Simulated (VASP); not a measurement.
# Hf3C2 (C2/m) in VASP: a series of runs, part 2 of 2

VASP 6.6.1.

**3. Relaxation of cell and atoms, PBE**

This run uses another cell than the first one, of 15.56 Å³/atom.

The input, INCAR:

```
SYSTEM = Hf3C2
PREC     = Accurate       ! precision mode
ENCUT    = 600            ! plane-wave cutoff, eV
EDIFF    = 1E-6           ! SCF threshold, eV
ISMEAR   = 0              ! smearing method
SIGMA    = 0.2            ! smearing width, eV
LREAL    = .False.        ! projectors in reciprocal space
LASPH    = .True.         ! aspherical terms in the spheres
NELM     = 60             ! most SCF steps
ALGO     = Normal         ! electronic algorithm
ISIF     = 3              ! what is computed and relaxed
LWAVE    = .False.        ! write WAVECAR
LCHARG   = .False.        ! write CHGCAR
GGA      = PE             ! functional
IBRION   = 2              ! ionic algorithm
NSW      = 36             ! ionic steps
EDIFFG   = -0.08          ! ionic threshold
```

The input, KPOINTS:

```
Automatic mesh
0
Gamma
  4 4 3
  0 0 0
```

The input, POSCAR:

```
Hf3C2
1.0
    2.8750000000     -4.9850000000      0.0000000000
    2.8750000000      4.9850000000      0.0000000000
   -1.9227275100      0.0000000000      5.4296149900
Hf C
6 4
Direct
    0.2500000000      0.2500000000      0.2450000000
    0.7500000000      0.7500000000      0.7550000000
    0.0833000000      0.4167000000      0.7550000000
    0.9167000000      0.5833000000      0.2450000000
    0.4167000000      0.0833000000      0.7550000000
    0.5833000000      0.9167000000      0.2450000000
    0.5000000000      0.5000000000      0.0000000000
    0.3333000000      0.6667000000      0.5000000000
    0.6667000000      0.3333000000      0.5000000000
    0.0000000000      0.0000000000      0.5000000000
```

Potentials or basis: VASP PAW PBE potentials, release 64 (Hf_pv, C).

Command:

```sh
> cat potpaw_PBE.64/Hf_pv/POTCAR potpaw_PBE.64/C/POTCAR > POTCAR
> mpirun -np 1 vasp_std > vasp.out
```

OUTCAR:

```text
SYSTEM = Hf3C2
   PREC = Accurate
   ENCUT = 600
   EDIFF = 1E-6
   ISMEAR = 0
   LREAL = .False.
   LASPH = .True.
   NELM = 60
   ISIF = 3
   GGA = PE
   IBRION = 2
   NSW = 36
   EDIFFG = -0.08

 ion  position               nearest neighbor table
   1  0.250  0.250  0.245-   7 2.33   8 2.36   9 2.36  10 2.37   3 3.28   5 3.28   2 3.29   6 3.32
                             4 3.32   6 3.32   4 3.32   6 3.32   4 3.32   2 3.36   5 3.38   3 3.38
   2  0.750  0.750  0.755-   7 2.33   8 2.36   9 2.36  10 2.37   4 3.28   6 3.28   1 3.29   3 3.32
                             5 3.32   5 3.32   3 3.32   5 3.32   3 3.32   1 3.36   6 3.38   4 3.38
   3  0.083  0.417  0.755-   7 2.34   9 2.36  10 2.36   8 2.37   4 3.27   1 3.28   6 3.29   5 3.32
                             5 3.32   2 3.32   2 3.32   2 3.32   5 3.32   6 3.36   4 3.37   1 3.38
   4  0.917  0.583  0.245-   7 2.34   8 2.36  10 2.36   9 2.37   3 3.27   2 3.28   5 3.29   6 3.32
                             6 3.32   1 3.32   1 3.32   1 3.32   6 3.32   5 3.36   3 3.37   2 3.38
   5  0.417  0.083  0.755-   7 2.34   8 2.36  10 2.36   9 2.37   6 3.27   1 3.28   4 3.29   3 3.32
                             3 3.32   2 3.32   2 3.32   2 3.32   3 3.32   4 3.36   6 3.37   1 3.38
   6  0.583  0.917  0.245-   7 2.34   9 2.36  10 2.36   8 2.37   5 3.27   2 3.28   3 3.29   4 3.32
                             4 3.32   1 3.32   1 3.32   1 3.32   4 3.32   3 3.36   5 3.37   2 3.38
   7  0.500  0.500  0.000-   1 2.33   2 2.33   3 2.34   4 2.34   5 2.34   6 2.34
   8  0.333  0.667  0.500-   4 2.36   5 2.36   1 2.36   2 2.36   3 2.37   6 2.37
   9  0.667  0.333  0.500-   3 2.36   6 2.36   1 2.36   2 2.36   5 2.37   4 2.37
  10  0.000  0.000  0.500-   3 2.36   4 2.36   5 2.36   6 2.36   1 2.37   2 2.37

  LATTYP: Found a base centered monoclinic cell.
[... 193 lines left out ...]
  free energy    TOTEN  =      -103.69537226 eV

  energy without entropy =     -103.60588890  energy(sigma->0) =     -103.65063058

------------------------ aborting loop because EDIFF is reached ----------------------------------------

  FORCE on cell =-STRESS in cart. coord.  units (eV):
  Direction    XX          YY          ZZ          XY          YZ          ZX
  --------------------------------------------------------------------------------------
  -------------------------------------------------------------------------------------
  Total       -9.5979772    -10.0718494    -12.3728417      0.0000000      0.0000000      0.4864022
  in kB      -98.8071230   -103.6854368   -127.3731819      0.0000000      0.0000000      5.0073049
  external PRESSURE =    -109.9552473 kB  Pullay stress =       0.0000000 kB
[... 339 lines left out ...]
--------------------------------------- Ionic step        9  -------------------------------------------

 number of electron      76.0000000 magnetization

 Free energy of the ion-electron system (eV)
  ---------------------------------------------------
  ext. energy  EPLUGINS =         0.00000000
  ---------------------------------------------------
  free energy    TOTEN  =      -104.83802748 eV

  energy without entropy =     -104.77472779  energy(sigma->0) =     -104.80637764

 E-fermi :   5.3765     XC(G=0): -11.7762

 val. band max:        5.3701930833   @ k =   0.5000   0.2500   0.0000
 cond. band min:       5.4258692966   @ k =   0.2500   0.0000   0.3333
 fundamental gap:      0.0556762133
 Fermi energy:         5.3765422916

 k-point     1 :       0.0000    0.0000    0.0000
  band No.  band energies     occupation
      1     -25.1009      2.00000
      2     -24.9763      2.00000
      3     -24.9202      2.00000
      4     -24.9042      2.00000
      5     -24.9020      2.00000
      6     -24.8491      2.00000
[... 842 lines left out ...]
  FREE ENERGIE OF THE ION-ELECTRON SYSTEM (eV)
  ---------------------------------------------------
  free  energy   TOTEN  =      -104.8380274823 eV

  energy  without entropy=     -104.7747277903  energy(sigma->0) =     -104.80637764

 reached required accuracy - stopping structural energy minimisation
```

Run time: 9.5 min. Hardware: 1 thread of Intel Xeon 6975P-C (Granite Rapids), shared host; peak memory 0.4 GiB.

What came out:

```
Free energy                           : -104.8380 eV
Relaxed volume                        : 14.96 Å³/atom
Relaxed cell                          : a = 5.673 Å, b = 5.673 Å, c = 5.694 Å, α = 99.67°, β = 99.67°, γ = 119.90°
Space group after relaxing (to 0.1 Å) : C2/m (No. 12)
Energy gained by relaxing             : 114.3 meV/atom
Ionic steps                           : 9
Pressure after relaxing               : 0.4 GPa
Largest force after relaxing          : 0.076 eV/Å
Band gap on the k mesh                : zero (bands 38 and 39 overlap by 1.24 eV)
```

Forces in eV/Å, atoms in the order of the input:
```
Hf  -0.073  0.000 -0.011
Hf   0.073  0.000  0.011
Hf   0.036  0.043 -0.051
Hf  -0.036 -0.043  0.051
Hf   0.036 -0.043 -0.051
Hf  -0.036  0.043  0.051
C    0.000  0.000  0.000
C    0.000 -0.013  0.000
C    0.000  0.013  0.000
C    0.000  0.000  0.000
```

Step by step:
| step | energy change (eV) | largest force (eV/Å) | pressure (GPa) | volume (Å³) |
| --- | --- | --- | --- | --- |
| 1 | 0.0000 | 2.7073 | -11.00 | 155.63 |
| 2 | 0.5073 | 2.2300 | 32.20 | 132.78 |
| 3 | -0.8835 | 1.1919 | 4.48 | 144.60 |
| 4 | -0.8849 | 1.1234 | 5.14 | 144.23 |
| 5 | -1.1250 | 0.4729 | 0.57 | 149.78 |
| 6 | -1.1274 | 0.3862 | 0.93 | 149.26 |
| 7 | -1.1350 | 0.2049 | -1.56 | 150.98 |
| 8 | -1.1393 | 0.1288 | -0.64 | 150.33 |
| 9 | -1.1427 | 0.0761 | 0.38 | 149.64 |

Final structure:
```
Hf C
1.0
     2.84049   -4.91031   -0.00252
     2.84049    4.91031   -0.00252
    -1.90442    0.00000    5.36612
Hf C
6 4
Cartesian
  1.0101 0.0000 1.3756
  2.7664 0.0000 3.9855
  0.0280 1.5798 3.9491
  3.7486 -1.5798 1.4120
  0.0280 -1.5798 3.9491
  3.7486 1.5798 1.4120
  2.8405 0.0000 -0.0025
  1.8883 1.6347 2.6805
  1.8883 -1.6347 2.6805
  -0.9522 0.0000 2.6831
```

Caveat: the k points lie up to 0.39 Å⁻¹ apart in the final cell, too coarse for converged energies and pressures of a metal; spin-orbit coupling is left out, which moves the levels of the heavy elements; the relaxation stopped at a loose force limit of 0.08 eV/Å, so its end isn't a converged minimum.
